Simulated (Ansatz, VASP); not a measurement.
# B3P2 in VASP and in Ansatz

INCAR

```
PREC = Accurate
ENCUT = 600
EDIFF = 1E-6
ISMEAR = 0
SIGMA = 0.1
LREAL = F
LASPH = T
NELM = 80
ALGO = Normal
ISIF = 3
LWAVE = F
LCHARG = F
GGA = PE
IBRION = 2
NSW = 100
EDIFFG = -0.01
```

KPOINTS

```
regular mesh
0
Gamma
  12 12 6
```

Contents of POSCAR:

```
B3P2
1.0
    3.1061765231      0.0000000000      0.0000000000
   -1.5530882615      2.6900277776      0.0000000000
    0.0000000000      0.0000000000      6.1747092594
B P
3 2
Direct
    0.0000000000      0.0000000000      0.0000000000
    0.3333333333      0.6666666667      0.4873247396
    0.6666666667      0.3333333333      0.5126752604
    0.3333333333      0.6666666667      0.1832014781
    0.6666666667      0.3333333333      0.8167985219
```

Input for Ansatz:

```yaml
crystal:
  lattice:
    - [3.1061765231, 0.0, 0.0]
    - [-1.5530882615, 2.6900277776, 0.0]
    - [0.0, 0.0, 6.1747092594]
  atoms:
    - { symbol: B, position: [0.0, 0.0, 0.0] }
    - { symbol: B, position: [0.3333333333, 0.6666666667, 0.4873247396] }
    - { symbol: B, position: [0.6666666667, 0.3333333333, 0.5126752604] }
    - { symbol: P, position: [0.3333333333, 0.6666666667, 0.1832014781] }
    - { symbol: P, position: [0.6666666667, 0.3333333333, 0.8167985219] }
basis:
  ecutwfc: 420
kpoints:
  mp_grid: { grid: [12, 12, 6] }
hamiltonian:
  xc: pbe
scf:
  occupations: { method: gaussian, width: 0.1 }
output:
  forces: true
  stress: true
  eigenvalues: true
relax:
  adjacent_minimum: "off"
  f_tol: 0.01
  max_steps: 80
  cell: { stress_tol: 0.05 }
```

Alike in both runs: task relaxation of cell and atoms; functional PBE; k mesh 12 × 12 × 6; occupations gaussian, width 0.1 eV; no spin polarisation.

|  | VASP | Ansatz |
| --- | --- | --- |
| version | VASP 6.6.1 | Ansatz 0.2.0 |
| potentials or method | VASP PAW PBE potentials, release 64 (B, P), cutoff 600 eV | scalar-relativistic, plane waves, PAW |
| valence electrons in the cell | 19 | 19 |

VASP gave:

```
gap on the k mesh at the Fermi level, each at its own relaxed structure (eV) : none
relaxed volume (Å³/atom)                                                     : 10.38
relaxed cell length with the largest relative difference (Å)                 : 6.318
```

What did Ansatz give for the same quantities?

gap on the k mesh at the Fermi level, each at its own relaxed structure (eV): none; relaxed volume (Å³/atom): 10.39; relaxed cell length with the largest relative difference (Å): 6.325.

A gap of «none» marks a metal or a gap that the smearing closes.
